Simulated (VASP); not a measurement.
# SrTiO3 (Pm-3m) in VASP: further runs

Runs on SrTiO3. Level: PBE. Tasks: single point.

Program: VASP 6.6.1. These are calculated values, not measurements. Logs are shortened: lines on timing, memory, paths and dates and some standing lists are left out, and cuts for length are marked.

## Step 1: The cell of the first run

It takes space group Pm-3m (No. 221, cubic). The conventional cell has a = 3.856 Å, b = 3.856 Å, c = 3.856 Å, α = 90.00°, β = 90.00°, γ = 90.00°. Sr (site symmetry m-3m) has 12 O at 2.73 Å and 8 Ti at 3.34 Å within 3.6 Å. Ti (site symmetry m-3m) has 6 O at 1.93 Å within 2.6 Å. O (site symmetry 4/mmm) has 2 Ti at 1.93 Å within 2.6 Å.

## Step 2: Single point, PBE (11.47 Å³/atom)

INCAR reads:

```
SYSTEM = SrTiO3
ALGO = Normal ; EDIFF = 1E-7
ENCUT = 520 ; GGA = PE
ISIF = 2 ; ISMEAR = 0
LASPH = .True. ; LCHARG = .True.
LELF = .True. ; LREAL = .False.
LVHAR = .True. ; LWAVE = .False.
NBANDS = 28 ; NELM = 60
PREC = Accurate ; SIGMA = 0.01
```

KPOINTS reads:

```
k-points
0
Gamma
  6 6 6
  0 0 0
```

POSCAR reads:

```
SrTiO3
1.0
    3.8560708793      0.0000000000      0.0000000000
    0.0000000000      3.8560708793      0.0000000000
    0.0000000000      0.0000000000      3.8560708793
Sr Ti O
1 1 3
Direct
    0.0000000000      0.0000000000      0.0000000000
    0.5000000000      0.5000000000      0.5000000000
    0.5000000000      0.5000000000      0.0000000000
    0.5000000000      0.0000000000      0.5000000000
    0.0000000000      0.5000000000      0.5000000000
```

Potentials or basis: VASP PAW PBE potentials, release 64 (Sr_sv, Ti_sv, O).

The run is started by

```bash
$ cat potpaw_PBE.64/Sr_sv/POTCAR potpaw_PBE.64/Ti_sv/POTCAR potpaw_PBE.64/O/POTCAR > POTCAR
$ mpirun -np 1 vasp_std > vasp.out
```

OUTCAR:

```text
SYSTEM = SrTiO3
   EDIFF = 1E-7
   ENCUT = 520
   GGA = PE
   ISIF = 2
   ISMEAR = 0
   LASPH = .True.
   LREAL = .False.
   NELM = 60
   PREC = Accurate

 ion  position               nearest neighbor table
   1  0.000  0.000  0.000-   3 2.73   4 2.73   5 2.73   4 2.73   5 2.73   3 2.73   5 2.73   5 2.73
                             3 2.73   4 2.73   4 2.73   3 2.73   2 3.34   2 3.34   2 3.34   2 3.34
   2  0.500  0.500  0.500-   3 1.93   4 1.93   5 1.93   3 1.93   4 1.93   5 1.93   1 3.34   1 3.34
                             1 3.34   1 3.34   1 3.34   1 3.34   1 3.34   1 3.34
   3  0.500  0.500  0.000-   2 1.93   2 1.93   1 2.73   1 2.73   1 2.73   1 2.73
   4  0.500  0.000  0.500-   2 1.93   2 1.93   1 2.73   1 2.73   1 2.73   1 2.73
   5  0.000  0.500  0.500-   2 1.93   2 1.93   1 2.73   1 2.73   1 2.73   1 2.73

  LATTYP: Found a simple cubic cell.
 ALAT       =     3.8560708793

  Lattice vectors:

 A1 = (   3.8560708793,   0.0000000000,   0.0000000000)
 A2 = (   0.0000000000,   3.8560708793,   0.0000000000)
 A3 = (   0.0000000000,   0.0000000000,   3.8560708793)

Analysis of symmetry for initial positions (statically):
=====================================================================
 Subroutine PRICEL returns:
 Original cell was already a primitive cell.

 Routine SETGRP: Setting up the symmetry group for a
 simple cubic supercell.

 Subroutine GETGRP returns: Found 48 space group operations
 (whereof 48 operations were pure point group operations)
 out of a pool of 48 trial point group operations.

The static configuration has the point symmetry O_h .

Analysis of symmetry for dynamics (positions and initial velocities):
=====================================================================
 Subroutine PRICEL returns:
 Original cell was already a primitive cell.

 Routine SETGRP: Setting up the symmetry group for a
 simple cubic supercell.

 Subroutine GETGRP returns: Found 48 space group operations
 (whereof 48 operations were pure point group operations)
 out of a pool of 48 trial point group operations.

The dynamic configuration has the point symmetry O_h .

 Subroutine INISYM returns: Found 48 space group operations
 (whereof 48 operations are pure point group operations),
 and found     1 'primitive' translations

----------------------------------------------------------------------------------------

                                     Primitive cell

  volume of cell :      57.3370

  direct lattice vectors                    reciprocal lattice vectors
     3.856070879  0.000000000  0.000000000     0.259331333  0.000000000  0.000000000
     0.000000000  3.856070879  0.000000000     0.000000000  0.259331333  0.000000000
     0.000000000  0.000000000  3.856070879     0.000000000  0.000000000  0.259331333

  length of vectors
     3.856070879  3.856070879  3.856070879     0.259331333  0.259331333  0.259331333

  position of ions in fractional coordinates (direct lattice)
     0.000000000  0.000000000  0.000000000
     0.500000000  0.500000000  0.500000000
     0.500000000  0.500000000  0.000000000
     0.500000000  0.000000000  0.500000000
     0.000000000  0.500000000  0.500000000

  ion indices of the primitive-cell ions
   primitive index   ion index
                 1           1
                 2           2
                 3           3
                 4           4
                 5           5

----------------------------------------------------------------------------------------

 KPOINTS: k-points

Automatic generation of k-mesh.
 Grid dimensions read from file:
 generate k-points for:    6    6    6

 Generating k-lattice:

  Cartesian coordinates                     Fractional coordinates (reciprocal lattice)
     0.043221889  0.000000000  0.000000000     0.166666667  0.000000000  0.000000000
     0.000000000  0.043221889  0.000000000     0.000000000  0.166666667  0.000000000
     0.000000000  0.000000000  0.043221889     0.000000000  0.000000000  0.166666667

  Length of vectors
     0.043221889  0.043221889  0.043221889

  Shift w.r.t. Gamma in fractional coordinates (k-lattice)
     0.000000000  0.000000000  0.000000000

 Subroutine IBZKPT returns following result:
 ===========================================

 Found     20 irreducible k-points:

 Following reciprocal coordinates:
            Coordinates               Weight
  0.000000  0.000000  0.000000      1.000000
  0.166667  0.000000  0.000000      6.000000
  0.333333  0.000000  0.000000      6.000000
  0.500000  0.000000  0.000000      3.000000
  0.166667  0.166667  0.000000     12.000000
  0.333333  0.166667  0.000000     24.000000
[... 12 lines left out ...]
  0.500000  0.500000  0.333333      6.000000
  0.500000  0.500000  0.500000      1.000000
   k-points           NKPTS =     20   k-points in BZ     NKDIM =     20   number of bands    NBANDS=     28
   number of dos      NEDOS =    301   number of ions     NIONS =      5
   total plane-waves  NPLWV =  27000
   dimension x,y,z NGX =    30 NGY =   30 NGZ =   30
   dimension x,y,z NGXF=    60 NGYF=   60 NGZF=   60
   ions per type =               1   1   3
   NGX,Y,Z   is equivalent  to a cutoff of  12.93, 12.93, 12.93 a.u.
   NGXF,Y,Z  is equivalent  to a cutoff of  25.87, 25.87, 25.87 a.u.
 SYSTEM =  SrTiO3
   PREC   = accura    normal or accurate (medium, high low for compatibility)
   ISTART =      0    job   : 0-new  1-cont  2-samecut
   ICHARG =      2    charge: 1-file 2-atom 10-const
   ISPIN  =      1    spin polarized calculation?
   LNONCOLLINEAR =      F non collinear calculations
   LSORBIT =      F    spin-orbit coupling
   LASPH  =      T    aspherical Exc in radial PAW
   ENCUT  =  520.0 eV  38.22 Ry    6.18 a.u.   7.17  7.17  7.17*2*pi/ulx,y,z
   NELM   =     60;   NELMIN=  2; NELMDL= -5     # of ELM steps
   EDIFF  = 0.1E-06   stopping-criterion for ELM
   LREAL  =      F    real-space projection
   EDIFFG = 0.1E-05   stopping-criterion for IOM
   NSW    =      0    number of steps for IOM
   IBRION =     -1    ionic relax: 0-MD 1-quasi-New 2-CG
   NFREE  =      0    steps in history (QN), initial steepest desc. (CG)
   ISIF   =      2    stress and relaxation
   ISYM   =      2    0-nonsym 1-usesym 2-fastsym
   POTIM  = 0.5000    time-step for ionic-motion
   TEBEG  =    0.0;   TEEND  =   0.0 temperature during run
   PSTRESS=    0.0 pullay stress
   NELECT =      40.0000    total number of electrons
   NUPDOWN=      -1.0000    fix difference up-down
   EMIN   =  10.00;   EMAX   =-10.00  energy-range for DOS
   EFERMI =   0.00;   METHOD = LEGACY
   ISMEAR =     0;   SIGMA  =   0.01  broadening in eV -4-tet -1-fermi 0-gaus
   EFERMI_NEDOS =   21; number of points for ismear=-14 and -15
   IALGO  =     38    algorithm
   IMIX   =      4    mixing-type and parameters
     AMIX     =   0.40;   BMIX     =  1.00
     AMIX_MAG =   1.60;   BMIX_MAG =  1.00
  volume/ion in A,a.u.               =      11.47        77.39
  Fermi-wavevector in a.u.,A,eV,Ry     =   1.451944  2.743776 28.682999  2.108141
  Thomas-Fermi vector in A             =   2.569383
   LORBIT       =      0    0 simple, 1 ext, 2 COOP (PROOUT), +10 PAW based schemes
   GGA     = PE    functional components
   LHFCALC =     F    Hartree Fock is set to
   AEXX    =    0.0000 exact exchange contribution
   IVDW    =     0    specifies the selected vdW correction
   LEPSILON=     F    determine dielectric tensor
   LRPA    =     F    only Hartree local field effects (RPA)
 non-spin polarized calculation
 Gauss-broadening in eV      SIGMA  =   0.01
  energy-cutoff  :      520.00
  volume of cell :       57.34
 maximum number of plane-waves:      1568
 NGX is ok and might be reduce to    30
   NGX = 15   NGY = 15   NGZ = 15

 number of electron      40.0000028 magnetization

 Free energy of the ion-electron system (eV)
  ---------------------------------------------------
  ext. energy  EPLUGINS =         0.00000000
  ---------------------------------------------------
  free energy    TOTEN  =       -39.95215818 eV

  energy without entropy =      -39.95215818  energy(sigma->0) =      -39.95215818

 E-fermi :   4.5551     XC(G=0): -11.4722

 val. band max:        4.4812119489   @ k =   0.5000   0.5000   0.5000
 cond. band min:       6.4051377802   @ k =   0.0000   0.0000   0.0000
 fundamental gap:      1.9239258313
 Fermi energy:         4.5550770644

 k-point     1 :       0.0000    0.0000    0.0000
  band No.  band energies     occupation
      1     -51.8269      2.00000
      2     -28.1956      2.00000
      3     -28.0994      2.00000
      4     -28.0994      2.00000
      5     -28.0994      2.00000
      6     -13.0858      2.00000
[... 20 lines left out ...]
     27       9.9274      0.00000
     28      11.0382      0.00000

 k-point     2 :       0.1667    0.0000    0.0000
  band No.  band energies     occupation
      1     -51.8264      2.00000
      2     -28.2297      2.00000
      3     -28.0985      2.00000
      4     -28.0985      2.00000
      5     -28.0794      2.00000
      6     -13.1087      2.00000
[... 20 lines left out ...]
     27      10.4193      0.00000
     28      11.6963      0.00000

 k-point     3 :       0.3333    0.0000    0.0000
  band No.  band energies     occupation
      1     -51.8254      2.00000
      2     -28.2844      2.00000
      3     -28.0967      2.00000
      4     -28.0967      2.00000
      5     -28.0526      2.00000
      6     -13.2501      2.00000
[... 20 lines left out ...]
     27      11.4785      0.00000
     28      12.7251      0.00000

 k-point     4 :       0.5000    0.0000    0.0000
  band No.  band energies     occupation
      1     -51.8249      2.00000
      2     -28.3091      2.00000
      3     -28.0958      2.00000
      4     -28.0958      2.00000
      5     -28.0416      2.00000
      6     -13.3410      2.00000
[... 454 lines left out ...]
     27      12.5848      0.00000
     28      13.0001      0.00000

 k-point    19 :       0.5000    0.5000    0.3333
  band No.  band energies     occupation
      1     -51.8216      2.00000
      2     -28.1790      2.00000
      3     -28.1790      2.00000
      4     -28.1567      2.00000
      5     -28.1274      2.00000
      6     -11.8536      2.00000
[... 20 lines left out ...]
     27      12.7051      0.00000
     28      13.3034      0.00000

 k-point    20 :       0.5000    0.5000    0.5000
  band No.  band energies     occupation
      1     -51.8212      2.00000
      2     -28.1778      2.00000
      3     -28.1778      2.00000
      4     -28.1778      2.00000
      5     -28.1219      2.00000
      6     -11.6437      2.00000
[... 20 lines left out ...]
     27      13.3036      0.00000
     28      13.3036      0.00000

------------------------ aborting loop because EDIFF is reached ----------------------------------------

  FORCE on cell =-STRESS in cart. coord.  units (eV):
  Direction    XX          YY          ZZ          XY          YZ          ZX
  --------------------------------------------------------------------------------------
  -------------------------------------------------------------------------------------
  Total        4.5817849      4.5817849      4.5817849      0.0000000      0.0000000     -0.0000000
  in kB      128.0295613    128.0295613    128.0295613      0.0000000      0.0000000     -0.0000000
  external PRESSURE =     128.0295613 kB  Pullay stress =       0.0000000 kB

 VOLUME and BASIS-vectors are now :
 -----------------------------------------------------------------------------
  energy-cutoff  :      520.00
  volume of cell :       57.34
      direct lattice vectors                 reciprocal lattice vectors
     3.856070879  0.000000000  0.000000000     0.259331333  0.000000000  0.000000000
     0.000000000  3.856070879  0.000000000     0.000000000  0.259331333  0.000000000
     0.000000000  0.000000000  3.856070879     0.000000000  0.000000000  0.259331333

 POSITION                                       TOTAL-FORCE (eV/Angst)
 -----------------------------------------------------------------------------------
      0.00000      0.00000      0.00000         0.000000      0.000000      0.000000
      1.92804      1.92804      1.92804         0.000000      0.000000      0.000000
      1.92804      1.92804      0.00000         0.000000      0.000000      0.000000
      1.92804      0.00000      1.92804         0.000000      0.000000      0.000000
      0.00000      1.92804      1.92804         0.000000      0.000000      0.000000
 -----------------------------------------------------------------------------------
    total drift:                                0.000000      0.000000     -0.000000

  FREE ENERGIE OF THE ION-ELECTRON SYSTEM (eV)
  ---------------------------------------------------
  free  energy   TOTEN  =       -39.9521581780 eV

  energy  without entropy=      -39.9521581780  energy(sigma->0) =      -39.95215818
```

Wall time 46 s (1 thread of Intel Xeon 8259CL, shared host); peak memory 0.19 GiB.

Results:

| Item | Value |
| --- | --- |
| Free energy | -39.9522 eV |
| Pressure | 12.8 GPa |
| Band gap on the k mesh | 1.92 eV (least direct gap 2.26 eV) |

Levels at points of the mesh, in eV from the valence-band top:
```tsv
k point	band 18	band 19	band 20	band 21	band 22	band 23
(0.00, 0.00, 0.00)	-0.33	-0.33	-0.33	1.92	1.92	1.92
(0.50, 0.00, 0.00)	-2.11	-0.72	-0.72	2.11	3.98	3.98
(0.50, 0.50, 0.00)	-1.61	-1.61	-0.10	3.99	3.99	4.46
(0.50, 0.50, 0.50)	0.00	0.00	0.00	4.71	4.71	4.71
```

Caveat: the cell stands under pressure.

[end of part 1 of 3]
